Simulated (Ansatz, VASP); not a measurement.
K2VSiSe4 in VASP and in Ansatz

The input INCAR:

```
PREC = Accurate ; ENCUT = 520
EDIFF = 1E-7 ; ISMEAR = 0
SIGMA = 0.1 ; LREAL = F
LASPH = T ; NELM = 150
ALGO = Normal ; ISIF = 2
LWAVE = F ; LCHARG = F
ISPIN = 2 ; MAGMOM = 0 0 2 0 0 0 0 0
LORBIT = 11 ; LMAXMIX = 4
GGA = PE ; NBANDS = 44
```

KPOINTS

```
regular mesh
0
Gamma
  4 4 2
```

POSCAR

```
K2VSiSe4
1.0
    4.8015000000      0.0000000000      0.0000000000
    0.0000000000      4.8015000000      0.0000000000
    0.0000000000      0.0000000000     10.0990292100
K V Si Se
2 1 1 4
Direct
    0.5000000000      0.5000000000      0.2500000000
    0.5000000000      0.5000000000      0.7500000000
    0.0000000000      0.0000000000      0.0000000000
    0.0000000000      0.0000000000      0.5000000000
    0.5000000000      0.0000000000      0.0000000000
    0.0000000000      0.5000000000      0.0000000000
    0.5000000000      0.0000000000      0.5000000000
    0.0000000000      0.5000000000      0.5000000000
```

Input for Ansatz:

```yaml
crystal:
  lattice:
    - [4.8015, 0.0, 0.0]
    - [0.0, 4.8015, 0.0]
    - [0.0, 0.0, 10.09902921]
  atoms:
    - { symbol: K, position: [0.5, 0.5, 0.25] }
    - { symbol: K, position: [0.5, 0.5, 0.75] }
    - { symbol: V, position: [0.0, 0.0, 0.0], spin: 2.0 }
    - { symbol: Si, position: [0.0, 0.0, 0.5] }
    - { symbol: Se, position: [0.5, 0.0, 0.0] }
    - { symbol: Se, position: [0.0, 0.5, 0.0] }
    - { symbol: Se, position: [0.5, 0.0, 0.5] }
    - { symbol: Se, position: [0.0, 0.5, 0.5] }
basis:
  ecutwfc: 420
kpoints:
  mp_grid: { grid: [4, 4, 2] }
hamiltonian:
  xc: pbe
scf:
  occupations: { method: gaussian, width: 0.1 }
  lower_state_search: "off"
output:
  forces: true
  stress: true
  eigenvalues: true
  populations: true
magnetization:
  spin_polarized: true
```

Alike in both runs: task single point; functional PBE; k mesh 4 × 4 × 2; occupations gaussian, width 0.1 eV; collinear spin.

```csv
,VASP,Ansatz
version,VASP 6.6.1,Ansatz 0.2.0
potentials or method,"VASP PAW PBE potentials, release 64 (K_sv, V_sv, Si, Se), cutoff 520 eV","scalar-relativistic, plane waves, PAW"
valence electrons in the cell,59,99
```

|  | VASP | Ansatz | Ansatz less VASP |
| --- | --- | --- | --- |
| gap on the k mesh at the Fermi level (eV) | none | none | - |
| pressure (GPa) | 2.7 | 2.6 | -0.08 |
| traceless stress, the component that is largest in VASP (GPa) | -3.77 | -3.73 | +0.046 |
| rms of the force components (eV/Å) | 0.032 | 0.032 | +0.0002 |
| net moment per atom (μB) | 0.27 | 0.27 | 0.000 |
| size of the moment on the site where the two differ most (μB) | 1.99 | 1.79 | -0.196 |

Site moments also hang on the region over which each program counts them. Atom by atom the forces differ by 0.000 eV/Å (rms over components). A gap of «none» marks a metal or a gap that the smearing closes. VASP's potentials hold 59 valence electrons a cell and Ansatz's 99, so a difference there can come from the potentials and not from the codes.
